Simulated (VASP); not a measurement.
# ZrH (P4_2/mmc) in VASP: a series of runs

The runs below take ZrH through single point, with PBEsol.

Everything below comes from runs of VASP 6.6.1. Logs are shortened: lines on timing, memory, paths and dates and some standing lists are left out, and cuts for length are marked.

### Step 1. The cell of the first run

The structure is tetragonal, space group P4_2/mmc (No. 131). The conventional cell has a = 3.243 Å, b = 3.243 Å, c = 4.948 Å, α = 90.00°, β = 90.00°, γ = 90.00°. Zr (site symmetry mmm) has 4 H at 2.04 Å within 2.7 Å. H (site symmetry -4m2) has 4 Zr at 2.04 Å and 2 H at 2.47 Å within 2.7 Å.

### Step 2. Single point, PBEsol

File INCAR:

```
SYSTEM = ZrH
ALGO = Normal
EDIFF = 1E-6
ENCUT = 500
GGA = PS
GGA_COMPAT = .FALSE.
ISIF = 2
ISMEAR = 1
LASPH = .TRUE.
LCHARG = .FALSE.
LREAL = .FALSE.
LWAVE = .FALSE.
NBANDS = 21
NELM = 120
PREC = Accurate
SIGMA = 0.1
```

File KPOINTS:

```
k-points
0
G
  4 4 3
  0 0 0
```

File POSCAR:

```
ZrH
1.0
    3.2427920000      0.0000000000      0.0000000000
    0.0000000000      3.2427920000      0.0000000000
    0.0000000000      0.0000000000      4.9480000000
Zr H
2 2
Direct
    0.0000000000      0.5000000000      0.0000000000
    0.5000000000      0.0000000000      0.5000000000
    0.0000000000      0.0000000000      0.7500000000
    0.0000000000      0.0000000000      0.2500000000
```

Potentials or basis: VASP PAW PBE potentials, release 64 (Zr_sv, H).

The run is started by

```bash
$ cat potpaw_PBE.64/Zr_sv/POTCAR potpaw_PBE.64/H/POTCAR > POTCAR
$ mpirun -np 1 vasp_std > vasp.out
```

OUTCAR:

```text
SYSTEM = ZrH
   EDIFF = 1E-6
   ENCUT = 500
   GGA = PS
   ISIF = 2
   ISMEAR = 1
   LASPH = .TRUE.
   LREAL = .FALSE.
   NELM = 120
   PREC = Accurate

 ion  position               nearest neighbor table
   1  0.000  0.500  0.000-   3 2.04   4 2.04   3 2.04   4 2.04   2 3.37   2 3.37   2 3.37   2 3.37
                             2 3.37   2 3.37   2 3.37   2 3.37
   2  0.500  0.000  0.500-   3 2.04   4 2.04   3 2.04   4 2.04   1 3.37   1 3.37   1 3.37   1 3.37
                             1 3.37   1 3.37   1 3.37   1 3.37
   3  0.000  0.000  0.750-   1 2.04   2 2.04   1 2.04   2 2.04
   4  0.000  0.000  0.250-   1 2.04   2 2.04   1 2.04   2 2.04

  LATTYP: Found a simple tetragonal cell.
 ALAT       =     3.2427920000
 C/A-ratio  =     1.5258456293

  Lattice vectors:

 A1 = (   3.2427920000,   0.0000000000,   0.0000000000)
 A2 = (   0.0000000000,   3.2427920000,   0.0000000000)
 A3 = (   0.0000000000,   0.0000000000,   4.9480000000)

Analysis of symmetry for initial positions (statically):
=====================================================================
 Subroutine PRICEL returns:
 Original cell was already a primitive cell.

 Routine SETGRP: Setting up the symmetry group for a
 simple tetragonal supercell.

 Subroutine GETGRP returns: Found 16 space group operations
 (whereof  8 operations were pure point group operations)
 out of a pool of 16 trial point group operations.

The static configuration has the point symmetry D_2h.
 The point group associated with its full space group is D_4h.

Analysis of symmetry for dynamics (positions and initial velocities):
=====================================================================
 Subroutine PRICEL returns:
 Original cell was already a primitive cell.

 Routine SETGRP: Setting up the symmetry group for a
 simple tetragonal supercell.

 Subroutine GETGRP returns: Found 16 space group operations
 (whereof  8 operations were pure point group operations)
 out of a pool of 16 trial point group operations.

The dynamic configuration has the point symmetry D_2h.
 The point group associated with its full space group is D_4h.

 Subroutine INISYM returns: Found 16 space group operations
 (whereof  8 operations are pure point group operations),
 and found     1 'primitive' translations

----------------------------------------------------------------------------------------

[... 82 lines left out ...]
   NELM   =    120;   NELMIN=  2; NELMDL= -5     # of ELM steps
   EDIFF  = 0.1E-05   stopping-criterion for ELM
   LREAL  =      F    real-space projection
   EDIFFG = 0.1E-04   stopping-criterion for IOM
   NSW    =      0    number of steps for IOM
   IBRION =     -1    ionic relax: 0-MD 1-quasi-New 2-CG
   NFREE  =      0    steps in history (QN), initial steepest desc. (CG)
   ISIF   =      2    stress and relaxation
   ISYM   =      2    0-nonsym 1-usesym 2-fastsym
   POTIM  = 0.5000    time-step for ionic-motion
   TEBEG  =    0.0;   TEEND  =   0.0 temperature during run
   PSTRESS=    0.0 pullay stress
   NELECT =      26.0000    total number of electrons
   NUPDOWN=      -1.0000    fix difference up-down
   EMIN   =  10.00;   EMAX   =-10.00  energy-range for DOS
   EFERMI =   0.00;   METHOD = LEGACY
   ISMEAR =     1;   SIGMA  =   0.10  broadening in eV -4-tet -1-fermi 0-gaus
   EFERMI_NEDOS =   21; number of points for ismear=-14 and -15
   IALGO  =     38    algorithm
   IMIX   =      4    mixing-type and parameters
     AMIX     =   0.40;   BMIX     =  1.00
     AMIX_MAG =   1.60;   BMIX_MAG =  1.00
  volume/ion in A,a.u.               =      13.01        87.78
  Fermi-wavevector in a.u.,A,eV,Ry     =   1.299102  2.454947 22.962097  1.687667
  Thomas-Fermi vector in A             =   2.430388
   LORBIT       =      0    0 simple, 1 ext, 2 COOP (PROOUT), +10 PAW based schemes
   GGA     = PS    functional components
   LHFCALC =     F    Hartree Fock is set to
   AEXX    =    0.0000 exact exchange contribution
   IVDW    =     0    specifies the selected vdW correction
   LEPSILON=     F    determine dielectric tensor
   LRPA    =     F    only Hartree local field effects (RPA)
 non-spin polarized calculation
 Methfessel and Paxton  Order N= 1 SIGMA  =   0.10
  energy-cutoff  :      500.00
  volume of cell :       52.03
 maximum number of plane-waves:      1340
 NGX is ok and might be reduce to    24
   NGX = 11   NGY = 11   NGZ = 19

 number of electron      25.9999996 magnetization

 Free energy of the ion-electron system (eV)
  ---------------------------------------------------
  ext. energy  EPLUGINS =         0.00000000
  ---------------------------------------------------
  free energy    TOTEN  =       -26.68614450 eV

  energy without entropy =      -26.68448096  energy(sigma->0) =      -26.68558999

 E-fermi :   8.1850     XC(G=0): -11.1593

 val. band max:        8.1736697704   @ k =   0.0000   0.0000   0.0000
 cond. band min:       8.2665637179   @ k =   0.2500   0.2500   0.3333
 fundamental gap:      0.0928939475
 Fermi energy:         8.1849951276

 k-point     1 :       0.0000    0.0000    0.0000
  band No.  band energies     occupation
      1     -40.6876      2.00000
      2     -40.5794      2.00000
      3     -19.0880      2.00000
      4     -18.5917      2.00000
      5     -18.5917      2.00000
      6     -18.3838      2.00000
[... 277 lines left out ...]
     20      14.7706      0.00000
     21      14.9242      0.00000

------------------------ aborting loop because EDIFF is reached ----------------------------------------

  FORCE on cell =-STRESS in cart. coord.  units (eV):
  Direction    XX          YY          ZZ          XY          YZ          ZX
  --------------------------------------------------------------------------------------
  -------------------------------------------------------------------------------------
  Total       -1.1787289     -1.1787289     -0.2835247     -0.0000000      0.0000000      0.0000000
  in kB      -36.2958229    -36.2958229     -8.7303887     -0.0000000      0.0000000      0.0000000
  external PRESSURE =     -27.1073448 kB  Pullay stress =       0.0000000 kB

 VOLUME and BASIS-vectors are now :
 -----------------------------------------------------------------------------
  energy-cutoff  :      500.00
  volume of cell :       52.03
      direct lattice vectors                 reciprocal lattice vectors
     3.242792000  0.000000000  0.000000000     0.308376239  0.000000000  0.000000000
     0.000000000  3.242792000  0.000000000     0.000000000  0.308376239  0.000000000
     0.000000000  0.000000000  4.948000000     0.000000000  0.000000000  0.202101859

 POSITION                                       TOTAL-FORCE (eV/Angst)
 -----------------------------------------------------------------------------------
      0.00000      1.62140      0.00000         0.000000      0.000000     -0.000000
      1.62140      0.00000      2.47400         0.000000      0.000000     -0.000000
      0.00000      0.00000      3.71100        -0.000000      0.000000      0.000000
      0.00000      0.00000      1.23700         0.000000      0.000000      0.000000
 -----------------------------------------------------------------------------------
    total drift:                                0.000000      0.000000     -0.000000

  FREE ENERGIE OF THE ION-ELECTRON SYSTEM (eV)
  ---------------------------------------------------
  free  energy   TOTEN  =       -26.6861445013 eV

  energy  without entropy=      -26.6844809650  energy(sigma->0) =      -26.68558999
```

It took 5.1 s on 1 thread of Intel Xeon 6975P-C (Granite Rapids), shared host; peak memory 0.15 GiB.

Results:

| Item | Value |
| --- | --- |
| Free energy | -26.6861 eV |
| Pressure | -2.7 GPa |
| Band gap on the k mesh | zero (bands 13 and 14 overlap by 0.30 eV) |

Levels at points of the mesh, in eV from the Fermi level:
```tsv
k point	band 11	band 12	band 13	band 14	band 15	band 16
(0.00, 0.00, 0.00)	-3.09	-2.94	-0.01	0.60	0.60	2.23
(0.50, 0.00, 0.00)	-2.02	-0.79	-0.65	-0.31	1.60	1.85
(0.50, 0.50, 0.00)	-2.99	-2.99	-1.93	2.78	3.94	4.30
```

Caveat: the k points lie up to 0.48 Å⁻¹ apart; the PAW data sets were made with another functional, which shifts forces and pressure a little.

### Step 3. Single point, PBEsol

INCAR is that of step 2.

File KPOINTS:

```
k-points
0
G
  6 6 4
  0 0 0
```

POSCAR is that of step 2.

Potentials or basis: VASP PAW PBE potentials, release 64 (Zr_sv, H).

The run is started by

```bash
$ cat potpaw_PBE.64/Zr_sv/POTCAR potpaw_PBE.64/H/POTCAR > POTCAR
$ mpirun -np 1 vasp_std > vasp.out
```

It took 9.3 s on 1 thread of Intel Xeon 6975P-C (Granite Rapids), shared host; peak memory 0.16 GiB.

Results (log left out):

| Quantity | Value |
| --- | --- |
| Free energy | -26.6400 eV |
| Pressure | -2.6 GPa |
| Band gap on the k mesh | zero (bands 13 and 14 overlap by 1.02 eV) |

Stress tensor (GPa, compression positive):
```
-3.06  0.00  0.00
 0.00 -3.06  0.00
 0.00  0.00 -1.58
```

Levels at points of the mesh, in eV from the Fermi level:
```tsv
k point	band 10	band 11	band 12	band 13	band 14	band 15	band 16	band 17
(0.00, 0.00, 0.00)	-3.39	-2.97	-2.84	0.09	0.71	0.71	2.34	3.39
(0.50, 0.00, 0.00)	-5.34	-1.91	-0.70	-0.53	-0.21	1.72	1.96	2.29
(0.50, 0.50, 0.00)	-3.83	-2.87	-2.87	-1.83	2.87	4.05	4.40	4.40
(0.00, 0.00, 0.50)	-6.64	-1.69	-1.69	0.08	0.08	1.81	1.81	2.40
(0.50, 0.00, 0.50)	-3.94	-2.73	-0.11	0.30	0.58	0.61	1.12	4.08
(0.50, 0.50, 0.50)	-5.38	-1.91	-1.91	-0.28	-0.28	1.64	1.64	5.17
```

Caveat: the PAW data sets were made with another functional, which shifts forces and pressure a little.

### Step 4. Single point, PBEsol

File INCAR:

```
  PREC = Accurate
  ENCUT = 500
  EDIFF = 1E-6
  ISMEAR = 1
  SIGMA = 0.1
  LREAL = F
  LASPH = T
  NELM = 120
  ALGO = Normal
  ISIF = 2
  LWAVE = F
  LCHARG = F
  GGA = PS
  NBANDS = 21
  GGA_COMPAT = F
```

File KPOINTS:

```
Automatic mesh
0
Gamma
  7 7 5
```

POSCAR is that of step 3.

The run is started by

```bash
$ cat potpaw_PBE.64/Zr_sv/POTCAR potpaw_PBE.64/H/POTCAR > POTCAR
$ mpirun -np 1 vasp_std > vasp.out
```

Wall time 9.1 s (1 thread of Intel Xeon 6975P-C (Granite Rapids), shared host); peak memory 0.16 GiB.

The run converged. Its results:

| Property | Result |
| --- | --- |
| Free energy | -26.6457 eV |
| Pressure | -2.4 GPa |
| Band gap on the k mesh | zero (bands 13 and 14 overlap by 0.53 eV) |

Stress tensor (GPa, compression positive):
```
-2.78  0.00  0.00
 0.00 -2.78  0.00
 0.00  0.00 -1.73
```

Levels at points of the mesh, in eV from the Fermi level:
```csv
k point,band 9,band 10,band 11,band 12,band 13,band 14,band 15,band 16,band 17,band 18
"(0.00, 0.00, 0.00)",-8.57,-3.52,-3.09,-2.94,-0.01,0.59,0.59,2.22,3.28,4.49
```

Caveat: the PAW data sets were made with another functional, which shifts forces and pressure a little.

### Step 5. Single point, PBEsol

File INCAR:

```
PREC = Accurate
ENCUT = 500
EDIFF = 1E-6
ISMEAR = 1
SIGMA = 0.1
LREAL = F
LASPH = T
NELM = 120
ALGO = Normal
ISIF = 2
LWAVE = F
LCHARG = T
GGA = PS
LELF = T
LVHAR = T
NBANDS = 21
GGA_COMPAT = F
```

File KPOINTS:

```
regular mesh
0
Gamma
  9 9 6
```

POSCAR is that of step 4.

The run is started by

```bash
$ cat potpaw_PBE.64/Zr_sv/POTCAR potpaw_PBE.64/H/POTCAR > POTCAR
$ mpirun -np 1 vasp_std > vasp.out
```

It took 17 s on 1 thread of Intel Xeon 6975P-C (Granite Rapids), shared host; peak memory 0.18 GiB.

It converged, with:

```
Free energy            : -26.6386 eV
Pressure               : -2.6 GPa
Band gap on the k mesh : zero (bands 13 and 14 overlap by 1.03 eV)
```

Stress tensor (GPa, compression positive):
```
-3.08  0.00  0.00
 0.00 -3.08  0.00
 0.00  0.00 -1.50
```

Levels at points of the mesh, in eV from the Fermi level:
| k point | band 11 | band 12 | band 13 | band 14 | band 15 | band 16 |
| --- | --- | --- | --- | --- | --- | --- |
| (0.00, 0.00, 0.00) | -3.01 | -2.88 | 0.05 | 0.68 | 0.68 | 2.31 |
| (0.00, 0.00, 0.50) | -1.72 | -1.72 | 0.04 | 0.04 | 1.78 | 1.78 |

Caveat: the PAW data sets were made with another functional, which shifts forces and pressure a little.

### Step 6. The runs side by side

```tsv
k mesh	gap on the mesh (eV)	pressure (GPa)
4 × 4 × 3	none	-2.7
6 × 6 × 4	none	-2.6
7 × 7 × 5	none	-2.4
9 × 9 × 6	none	-2.6
```

Alike in all rows: task single point; level PBEsol; potentials or basis VASP PAW PBE potentials, release 64 (Zr_sv, H); no spin polarisation; cell as given; cutoff (eV) 500; smearing methfessel-paxton 0.1 eV.

Caveats: some runs use coarse meshes; the PAW data sets were made with another functional, which shifts forces and pressure a little.

Total energies depend on the potentials used, so only differences within one code and one set of settings carry meaning.
